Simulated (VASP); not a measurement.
Runs of VASP 6.6.1 on AlO6. The structure is that of space group R-3m (No. 166), or close to it. The cells are those of the table. 

| task | cell | k mesh | cutoff (eV) | smearing | k mesh for the DOS | occupations for the DOS | gap on the mesh (eV) | pressure (GPa) | relaxed volume (Å³/atom) | largest force (eV/Å) |
| --- | --- | --- | --- | --- | --- | --- | --- | --- | --- | --- |
| relaxation of cell and atoms | relaxed from a = 4.615 Å, angles 70.4°, 7 atoms | 6 × 6 × 6 | 600 | gaussian 0.1 eV | - | - | none | -0.1 | (b) | 0.01 |
| single point | a = 4.615 Å, angles 70.4°, 7 atoms | 4 × 4 × 4 | 520 | gaussian 0.2 eV | - | - | none | (a) | - | 0.39 |
| relaxation of cell and atoms | relaxed from a = 4.404 Å, angles 66.0°, 7 atoms | 4 × 4 × 4 | 600 | gaussian 0.2 eV | - | - | none | -0.3 | 12.19 | 0.07 |
| single point | a = 4.621 Å, angles 70.4°, 7 atoms | 6 × 6 × 6 | 520 | gaussian 0.1 eV | - | - | none | 0.8 | - | 0.43 |

Alike in all rows: level PBE; potentials or basis VASP PAW PBE potentials, release 64 (Al, O); no spin polarisation.

**Question.** Fill in the values left out.

**Answer.** (a) 1.3; (b) 12.06.

Caveats: some runs use coarse meshes; an odd number of electrons without spin polarisation forces a metal; a magnetic or distorted state may lie lower; the volume moved by over 15 % at a fixed basis, so the end points are rough (some runs); the relaxation stopped at a loose force limit of 0.08 eV/Å, so its end isn't a converged minimum (some runs).

A gap of «none» marks levels without a gap at the run's occupations.
